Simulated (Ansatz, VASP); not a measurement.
**Te in VASP and in Ansatz**

POSCAR

```
Te
1.0
    4.6324895870      0.0000000000      0.0000000000
   -2.3162447935      4.0118536651      0.0000000000
    0.0000000000      0.0000000000      5.8869033494
Te
3
Direct
    0.2535874851      0.0000000000      0.3333333333
    1.0000000000      0.2535874851      0.6666666667
    0.7464125149      0.7464125149      0.0000000000
```

INCAR.step1

```
SYSTEM = Te
PREC     = Accurate       ! precision mode
ENCUT    = 550            ! plane-wave cutoff, eV
ISMEAR   = 0              ! smearing method
SIGMA    = 0.03           ! smearing width, eV
LREAL    = .False.        ! projectors in reciprocal space
LASPH    = .True.         ! aspherical terms in the spheres
NELM     = 120            ! most SCF steps
NBANDS   = 16             ! bands
GGA      = PE             ! functional
ALGO     = Normal         ! electronic algorithm
EDIFF    = 1E-5           ! SCF threshold, eV
LWAVE    = .True.         ! write WAVECAR
LCHARG   = .False.        ! write CHGCAR
GGA_COMPAT= .False.
```

File INCAR.step2:

```
SYSTEM = Te
PREC     = Accurate       ! precision mode
ENCUT    = 550            ! plane-wave cutoff, eV
EDIFF    = 1E-6           ! SCF threshold, eV
ISMEAR   = 0              ! smearing method
SIGMA    = 0.03           ! smearing width, eV
LREAL    = .False.        ! projectors in reciprocal space
LASPH    = .True.         ! aspherical terms in the spheres
NELM     = 120            ! most SCF steps
ALGO     = Normal         ! electronic algorithm
ISIF     = 2              ! what is computed and relaxed
LWAVE    = .False.        ! write WAVECAR
LCHARG   = .False.        ! write CHGCAR
METAGGA  = R2SCAN         ! meta-GGA
LMIXTAU  = .True.       
NBANDS   = 16             ! bands
ISTART   = 1            
GGA_COMPAT= .False.
```

Contents of KPOINTS:

```
Automatic mesh
0
Gamma
  8 8 6
  0 0 0
```

Input for Ansatz:

```yaml
crystal:
  lattice:
    - [4.632489587, 0.0, 0.0]
    - [-2.3162447935, 4.0118536651, 0.0]
    - [0.0, 0.0, 5.8869033494]
  atoms:
    - { symbol: Te, position: [0.2535874851, 0.0, 0.3333333333] }
    - { symbol: Te, position: [1.0, 0.2535874851, 0.6666666667] }
    - { symbol: Te, position: [0.7464125149, 0.7464125149, 0.0] }
hamiltonian:
  xc: r2scan
  pseudopotentials:
    kind: paw
    azcp:
      Te: "pseudopotentials/Te.paw.azcp"
basis:
  ecutwfc: 500
  fft_grid_basis: typed
kpoints:
  mp_grid: { grid: [8, 8, 6], shift: [0, 0, 0] }
magnetization:
  spin_polarized: false
scf:
  occupations: { method: gaussian, width: 0.03 }
  lower_state_search: "off"
output:
  stress: true
```

Alike in both runs: task single point; functional r2SCAN; k mesh 8 × 8 × 6; occupations gaussian, width 0.03 eV; no spin polarisation.

|  | VASP | Ansatz |
| --- | --- | --- |
| version | VASP 6.6.1 | Ansatz 0.2.0 |
| potentials or method | VASP PAW PBE potentials, release 64 (Te), cutoff 550 eV | plane waves (500 eV) with PAW, scalar-relativistic |
| valence electrons in the cell | 18 | 48 |

```tsv
	VASP	Ansatz	Ansatz less VASP
pressure (GPa)	0.0	0.0	-0.04
traceless stress, the component that is largest in VASP (GPa)	0.10	0.07	-0.031
```

VASP's potentials were made for PBE, not for r2SCAN. With one functional, cell and mesh, what is left measures potentials, basis and numerics. VASP's potentials hold 18 valence electrons a cell and Ansatz's 48, so a difference there can come from the potentials and not from the codes.

Spin-orbit coupling is off throughout.
